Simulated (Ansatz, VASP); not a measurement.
Ca in VASP and in Ansatz

INCAR

```
PREC = Accurate ; ENCUT = 520
EDIFF = 1E-7 ; ISMEAR = 0
SIGMA = 0.15 ; LREAL = False
LASPH = True ; NELM = 60
ALGO = Fast ; ISIF = 2
LWAVE = False ; LCHARG = False
NBANDS = 17
```

The input KPOINTS:

```
Automatic mesh
0
Gamma
  14 14 8
```

POSCAR

```
Ca
1.0
    1.9712759950     -3.3954901800     -0.0424436273
    1.9712759950      3.3954901800      0.0424436273
    0.0000000000      0.0813638968      6.5091117400
Ca
2
Direct
    0.8355866000      0.1644134000      0.2500000000
    0.1644134000      0.8355866000      0.7500000000
```

Input for Ansatz:

```yaml
crystal:
  lattice:
    - [1.971275995, -3.39549018, -0.0424436273]
    - [1.971275995, 3.39549018, 0.0424436273]
    - [0.0, 0.0813638968, 6.50911174]
  atoms:
    - { symbol: Ca, position: [0.8355866, 0.1644134, 0.25] }
    - { symbol: Ca, position: [0.1644134, 0.8355866, 0.75] }
basis:
  ecutwfc: 420
kpoints:
  mp_grid: { grid: [14, 14, 8] }
hamiltonian:
  xc: lda
scf:
  occupations: { method: gaussian, width: 0.15 }
output:
  forces: true
  stress: true
  eigenvalues: true
```

Change from the starting cell: strain +0.0250 x Voigt [0, 0, 0, 1, 0, 0], atoms carried along.

Alike in both runs: task single point; functional LDA; k mesh 14 × 14 × 8; occupations gaussian, width 0.15 eV; no spin polarisation.

```csv
,VASP,Ansatz
version,VASP 6.6.1,Ansatz 0.2.0
potentials or method,"VASP PAW LDA potentials, release 64 (Ca_sv), cutoff 520 eV","scalar-relativistic, plane waves, PAW"
valence electrons in the cell,20,20
```

|  | VASP | Ansatz | Ansatz less VASP |
| --- | --- | --- | --- |
| gap on the k mesh at the Fermi level (eV) | none | none | - |
| pressure (GPa) | -2.0 | -2.0 | 0.00 |
| traceless stress, the component that is largest in VASP (GPa) | -0.18 | -0.18 | +0.001 |
| rms of the force components (eV/Å) | 0.010 | 0.010 | 0.0000 |

LDA's correlation is that of Perdew and Zunger in VASP and of Perdew and Wang (1992) in Ansatz. Atom by atom the forces differ by 0.000 eV/Å (rms over components). A gap of «none» marks a metal or a gap that the smearing closes.
